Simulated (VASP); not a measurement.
# Ge: relaxation of cell and atoms with LDA

The system is Ge.

```
Ge
1.0
    -1.68799    1.68799    1.68799
     1.68799   -1.68799    1.68799
     1.68799    1.68799   -1.68799
Ge
1
Direct
  0.00000 0.00000 0.00000
```

This isn't the form of Ge at room conditions, which is diamond.

```yaml
Program: VASP 6.6.1
Task: relaxation of cell and atoms
Functional: LDA
Potentials_or_basis: VASP PAW LDA potentials, release 64 (Ge_d)
Cutoff: 600 eV
k_mesh: 13 × 13 × 13
Occupations: fermi-dirac, width 0.1 eV
Spin: no spin polarisation
Dipole_correction: no
Further_INCAR_settings: ALGO = Normal; EDIFF = 1e-06; IBRION = 2; EDIFFG = -0.01; NSW = 80; ISIF = 3
```

```json
{
  "Relaxed volume": "17.91 Å³/atom",
  "Relaxed cell": "a = 2.855 Å, b = 2.855 Å, c = 2.855 Å, α = 109.47°, β = 109.47°, γ = 109.47°",
  "Space group after relaxing (to 0.1 Å)": "Im-3m (No. 229)",
  "Energy gained by relaxing": "19.7 meV/atom",
  "Ionic steps": "3",
  "Pressure after relaxing": "0.0 GPa",
  "Band gap on the k mesh": "zero (bands 7 and 8 overlap by 12.62 eV)"
}
```

Step by step:
```csv
step,energy change (eV),largest force (eV/Å),pressure (GPa),volume (Å³)
1,0.0000,0.0000,-4.49,19.24
2,-0.0194,0.0000,0.54,17.77
3,-0.0197,0.0000,0.04,17.91
```

Final structure:
```
Ge
1.0
    -1.64815    1.64815    1.64815
     1.64815   -1.64815    1.64815
     1.64815    1.64815   -1.64815
Ge
1
Direct
  0.00000 0.00000 0.00000
```

Levels at points of the mesh, in eV from the Fermi level:
```tsv
k point	band 4	band 5	band 6	band 7	band 8	band 9	band 10	band 11
(0.00, 0.00, 0.00)	-24.72	-24.72	-13.58	9.59	9.59	9.59	15.44	15.44
```

It took 14 s on 1 thread of Intel(R) Xeon(R) Platinum 8488C (Sapphire Rapids) (shared host), peak memory 0.14 GiB.
